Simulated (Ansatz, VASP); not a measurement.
## Two plane-wave programs on In3Se

```xyz
4
Lattice="4.8038 0.0000 0.0000 0.0000 4.8038 0.0000 0.0000 0.0000 4.8038" Properties=species:S:1:pos:R:3 pbc="T T T"
In    0.0000    2.4019    2.4019
In    2.4019    0.0000    2.4019
In    2.4019    2.4019    0.0000
Se    0.0000    0.0000    0.0000
```

Alike in both runs: task relaxation of cell and atoms; functional LDA; k mesh 10 × 10 × 10; occupations gaussian, width 0.1 eV; no spin polarisation.

|  | VASP | Ansatz |
| --- | --- | --- |
| version | VASP 6.6.1 | Ansatz 0.2.0 |
| potentials or method | VASP PAW LDA potentials, release 64 (In_d, Se), cutoff 600 eV | scalar-relativistic, plane waves, PAW |
| valence electrons in the cell | 45 | 55 |

```csv
,VASP,Ansatz,Ansatz less VASP
"gap on the k mesh at the Fermi level, each at its own relaxed structure (eV)",none,none,-
relaxed volume (Å³/atom),24.60,24.52,-0.074
relaxed length of the cell vector where the two differ most in proportion (Å),4.616,4.612,-0.0046
```

LDA's correlation is that of Perdew and Zunger in VASP and of Perdew and Wang (1992) in Ansatz. A gap of «none» marks a metal or a gap that the smearing closes. VASP's potentials hold 45 valence electrons a cell and Ansatz's 55, so a difference there can come from the potentials and not from the codes.
